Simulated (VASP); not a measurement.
# Si16O (a cell with a defect) in VASP: a series of runs, part 2 of 2

VASP 6.6.1. Earlier steps stand in the parts before.

## Step 4: Single point, PBE, collinear spin, ferromagnetic start

INCAR

```
SYSTEM = Si16O
PREC = Accurate
ENCUT = 520
EDIFF = 1E-6
ISMEAR = -1
SIGMA = 0.05
LREAL = Auto
LASPH = .TRUE.
NELM = 150
ALGO = Normal
ISIF = 2
LWAVE = .FALSE.
LCHARG = .FALSE.
ISPIN = 2
MAGMOM = 0 0 0 0 0 0 0 0 0 0 0 0 0 0 0 0 1
LORBIT = 11
GGA = PE
NBANDS = 53
```

KPOINTS

```
Automatic mesh
0
G
  2 2 2
  0 0 0
```

POSCAR

```
Si16O
1.0
    0.0000000000      5.4300000000      5.4300000000
    5.4300000000      0.0000000000      5.4300000000
    5.4300000000      5.4300000000      0.0000000000
Si O
16 1
Direct
    0.1304051565     -0.0100184162     -0.0078637201
    0.1806813996      0.1189318600      0.1696316759
   -0.0153499079      0.0333609576      0.5356998158
    0.0904511971      0.1671546961      0.6455524862
    0.0533977901      0.4669889503      0.0104880295
    0.1396869245      0.6402394107      0.1292633517
   -0.0861325967      0.5027808471      0.5668508287
    0.1434806630      0.6436648250      0.6261510129
    0.5261049724     -0.0894935543      0.0522191529
    0.7924769797     -0.0597513812      0.1231767956
    0.5411786372     -0.0472007366      0.5050460405
    0.6282044199      0.0802302026      0.6532688766
    0.4922283610      0.3487108656      0.0371823204
    0.6769060773      0.4994290976      0.1106445672
    0.4803406998      0.4744475138      0.4858103131
    0.5603406998      0.6111694291      0.6639871087
    0.3500460405      0.1839871087      0.4323296501
```

Potentials or basis: VASP PAW PBE potentials, release 64 (Si, O).

Started as:

```sh
$ cat potpaw_PBE.64/Si/POTCAR potpaw_PBE.64/O/POTCAR > POTCAR
$ mpirun -np 1 vasp_std > vasp.out
```

OUTCAR:

```text
SYSTEM = Si16O
   PREC = Accurate
   ENCUT = 520
   EDIFF = 1E-6
   ISMEAR = -1
   LREAL = Auto
   LASPH = .TRUE.
   NELM = 150
   ISIF = 2
   ISPIN = 2
   LORBIT = 11
   GGA = PE

 ion  position               nearest neighbor table
   1  0.130  0.990  0.992-   2 2.29   6 2.32   4 2.41  10 2.43   9 3.01
   2  0.181  0.119  0.170-   5 2.22   9 2.28   1 2.29   3 2.35  13 3.14
   3  0.985  0.033  0.536-   4 2.19  12 2.30   2 2.35   8 2.46
   4  0.090  0.167  0.646-  17 1.86   7 2.15   3 2.19   1 2.41  11 2.86
   5  0.053  0.467  0.010-   2 2.22   6 2.40   8 2.43  14 2.50  13 3.11
   6  0.140  0.640  0.129-   1 2.32   5 2.40  10 2.51  13 2.54   7 2.81
   7  0.914  0.503  0.567-   4 2.15  16 2.23   8 2.77   6 2.81
   8  0.143  0.644  0.626-  15 2.19   5 2.43   3 2.46   7 2.77
   9  0.526  0.911  0.052-   2 2.28  10 2.50  12 2.52  14 2.64   1 3.01
  10  0.792  0.940  0.123-   1 2.43   9 2.50   6 2.51  11 2.60  13 2.79
  11  0.541  0.953  0.505-  17 1.69  16 2.23  12 2.29  10 2.60   4 2.86
  12  0.628  0.080  0.653-  11 2.29   3 2.30  15 2.50   9 2.52
  13  0.492  0.349  0.037-  17 2.50  16 2.52   6 2.54  14 2.60  10 2.79   5 3.11   2 3.14
  14  0.677  0.499  0.111-  15 2.45   5 2.50  13 2.60   9 2.64
  15  0.480  0.474  0.486-   8 2.19  14 2.45  12 2.50  16 2.50
  16  0.560  0.611  0.664-   7 2.23  11 2.23  15 2.50  13 2.52
  17  0.350  0.184  0.432-  11 1.69   4 1.86  13 2.50

  LATTYP: Found a face centered cubic cell.
 ALAT       =    10.8600000000

  Lattice vectors:

 A1 = (   0.0000000000,   5.4300000000,   5.4300000000)
 A2 = (   5.4300000000,   0.0000000000,   5.4300000000)
 A3 = (   5.4300000000,   5.4300000000,   0.0000000000)

Analysis of symmetry for initial positions (statically):
=====================================================================
 Subroutine PRICEL returns:
 Original cell was already a primitive cell.

 Routine SETGRP: Setting up the symmetry group for a
 face centered cubic supercell.

 Subroutine GETGRP returns: Found  1 space group operations
[... 602 lines left out ...]
 Fermi energy:         6.1758728894

 spin component 2

 k-point     1 :       0.0000    0.0000    0.0000
  band No.  band energies     occupation
      1     -14.2130      1.00000
      2      -5.8995      1.00000
      3      -4.0803      1.00000
      4      -4.0042      1.00000
      5      -3.6815      1.00000
      6      -3.4052      1.00000
[... 389 lines left out ...]
     46       9.8044      0.00000
     47       9.8666      0.00000
 [bands above 47 left out]

------------------------ aborting loop because EDIFF is reached ----------------------------------------

  FORCE on cell =-STRESS in cart. coord.  units (eV):
  Direction    XX          YY          ZZ          XY          YZ          ZX
  --------------------------------------------------------------------------------------
  -------------------------------------------------------------------------------------
  Total        2.4965337      3.4322519     -2.8988189     -6.5810288      2.1354867      4.5414321
  in kB       12.4916132     17.1735569    -14.5044806    -32.9287232     10.6850847     22.7234321
  external PRESSURE =       5.0535632 kB  Pullay stress =       0.0000000 kB

 VOLUME and BASIS-vectors are now :
 -----------------------------------------------------------------------------
  energy-cutoff  :      520.00
  volume of cell :      320.21
      direct lattice vectors                 reciprocal lattice vectors
     0.000000000  5.430000000  5.430000000    -0.092081031  0.092081031  0.092081031
     5.430000000  0.000000000  5.430000000     0.092081031 -0.092081031  0.092081031
     5.430000000  5.430000000  0.000000000     0.092081031  0.092081031 -0.092081031

 POSITION                                       TOTAL-FORCE (eV/Angst)
 -----------------------------------------------------------------------------------
     10.76290      6.09540      6.08370        -0.772969     -1.138222     -0.446882
      1.56690      1.90220      1.62690         0.089534      0.573507     -0.464965
      3.09000      8.25550      5.52780        -1.882065      0.071108     -1.504642
      4.41300      3.99650      1.39880        -0.827363      2.584684      1.282283
      2.59270      0.34690      2.82570         0.803038     -1.914524      0.655949
      4.17840      1.46040      4.23500        -0.227599      0.931160     -1.445194
[... 9 lines left out ...]
      6.92410      6.64810      6.36130        -0.478503     -0.358784     -2.322705
      3.34660      4.24830      2.89980         0.685215     -0.515601     -2.061341
 -----------------------------------------------------------------------------------
    total drift:                               -0.002374      0.008932     -0.009092

  FREE ENERGIE OF THE ION-ELECTRON SYSTEM (eV)
  ---------------------------------------------------
  free  energy   TOTEN  =       -87.2348376707 eV

  energy  without entropy=      -87.1973643154  energy(sigma->0) =      -87.21610099

 total charge

# of ion       s       p       d       tot
------------------------------------------
    1        0.776   0.894   0.000   1.670
    2        0.764   0.962   0.000   1.726
    3        0.759   0.964   0.000   1.723
    4        0.756   0.923   0.000   1.679
    5        0.766   0.887   0.000   1.653
    6        0.775   0.844   0.000   1.619
[... 9 lines left out ...]
   16        0.767   0.924   0.000   1.691
   17        1.583   3.475   0.000   5.059
--------------------------------------------------
tot         13.942  17.459   0.000  31.401

 magnetization (x)

# of ion       s       p       d       tot
------------------------------------------
    1        0.000   0.000   0.000   0.000
    2        0.000   0.000   0.000   0.000
    3       -0.000   0.000   0.000   0.000
    4        0.000  -0.000   0.000  -0.000
    5        0.000  -0.000   0.000  -0.000
    6        0.000   0.000   0.000   0.000
[... 9 lines left out ...]
   16       -0.000   0.000   0.000   0.000
   17        0.000   0.000   0.000   0.000
--------------------------------------------------
tot          0.000   0.000   0.000   0.000
```

OSZICAR:

```text
N       E                     dE             d eps       ncg     rms          rms(c)
DAV:   1     0.185094433449E+03    0.18509E+03   -0.26922E+04  1696   0.109E+03
DAV:   2    -0.696143162250E+02   -0.25471E+03   -0.24004E+03  2034   0.172E+02
DAV:   3    -0.889802745542E+02   -0.19366E+02   -0.18984E+02  2192   0.438E+01
DAV:   4    -0.893671780483E+02   -0.38690E+00   -0.38566E+00  2160   0.735E+00
DAV:   5    -0.893739374626E+02   -0.67594E-02   -0.67544E-02  2144   0.977E-01    0.160E+01
DAV:   6    -0.873497885361E+02    0.20241E+01   -0.59237E+00  2504   0.136E+01    0.888E+00
DAV:   7    -0.873000527457E+02    0.49736E-01   -0.28189E+00  1846   0.555E+00    0.428E+00
DAV:   8    -0.872553712645E+02    0.44681E-01   -0.76881E-01  2288   0.413E+00    0.184E+00
DAV:   9    -0.872336957790E+02    0.21675E-01   -0.14281E-01  2147   0.195E+00    0.815E-01
DAV:  10    -0.872343990528E+02   -0.70327E-03   -0.12679E-01  2072   0.143E+00    0.429E-01
DAV:  11    -0.872348941533E+02   -0.49510E-03   -0.13411E-02  1915   0.493E-01    0.295E-01
DAV:  12    -0.872346781528E+02    0.21600E-03   -0.54125E-03  2112   0.307E-01    0.990E-02
DAV:  13    -0.872348163624E+02   -0.13821E-03   -0.67609E-04  1896   0.110E-01    0.439E-02
DAV:  14    -0.872348368082E+02   -0.20446E-04   -0.46193E-05  2096   0.267E-02    0.210E-02
DAV:  15    -0.872348358307E+02    0.97756E-06   -0.33780E-05  2344   0.299E-02    0.677E-03
DAV:  16    -0.872348379917E+02   -0.21611E-05   -0.12687E-05  1856   0.132E-02    0.690E-03
DAV:  17    -0.872348376707E+02    0.32099E-06   -0.86969E-07  1208   0.524E-03
   1 F= -.87234838E+02 E0= -.87216101E+02  d E =-.374734E-01  mag=     0.0000
```

stdout:

```text
POSCAR found type information on POSCAR SiO
 POSCAR found :  2 types and      17 ions
 scaLAPACK will be used
 LDA part: xc-table for (Slater+PW92), standard interpolation
 POSCAR, INCAR and KPOINTS ok, starting setup
 FFT: planning ... GRIDC
 FFT: planning ... GRID_SOFT
 FFT: planning ... GRID
 WAVECAR not read
 entering main loop
```

It took 17 min on 1 thread of Oxide Virtual Turin-like, shared host; peak memory 0.67 GiB.

Results:

| Item | Value |
| --- | --- |
| Free energy | -87.2348 eV |
| Pressure | 0.5 GPa |
| Largest force | 3.978 eV/Å |
| Band gap on the k mesh | 0.05 eV |
| Net moment | 0.00 μB per cell |
| Valence electrons inside the program's atomic spheres | Si 1.67, 1.73, 1.72, 1.68, 1.65, 1.62, 1.64, 1.60, 1.58, 1.66, 1.53, 1.57, 1.69 (each value once); O 5.06 |

Forces in eV/Å, atoms in the order of the input:
```
Si  -0.773 -1.138 -0.447
Si   0.090  0.574 -0.465
Si  -1.882  0.071 -1.505
Si  -0.827  2.585  1.282
Si   0.803 -1.915  0.656
Si  -0.228  0.931 -1.445
Si   1.079 -0.576  3.785
Si   1.079 -1.498 -2.113
Si  -2.109  0.943  1.165
Si   1.598 -0.568 -1.046
Si  -0.975 -0.338  1.911
Si   1.634  0.187  0.001
Si   0.815  0.178  1.445
Si   1.219 -0.339  0.234
Si  -1.729  1.777  0.924
Si  -0.479 -0.359 -2.323
O    0.685 -0.516 -2.061
```

Caveat: the k points lie up to 0.50 Å⁻¹ apart; the atoms stand as in a frame of molecular dynamics; semilocal functionals underestimate gaps, and a narrow one can read as zero.

## Step 5: Summary

```csv
cell,gap on the mesh (eV),pressure (GPa),moment (μB),largest force (eV/Å)
"as given, atomic positions A",none,1.6,0.00,3.86
"as given, atomic positions B",0.06,2.6,0.00,3.67
"as given, atomic positions C",0.05,0.5,0.00,3.98
```

Alike in all rows: task single point; level PBE; potentials or basis VASP PAW PBE potentials, release 64 (Si, O); spin collinear, ferromagnetic start; k mesh 2 × 2 × 2; cutoff (eV) 520; smearing fermi-dirac 0.05 eV.

Caveats: all runs use coarse meshes; the atoms stand as in a frame of molecular dynamics; semilocal functionals underestimate gaps, and a narrow one can read as zero (at least some runs).

Absolute energies hang on the potentials; compare differences alone.
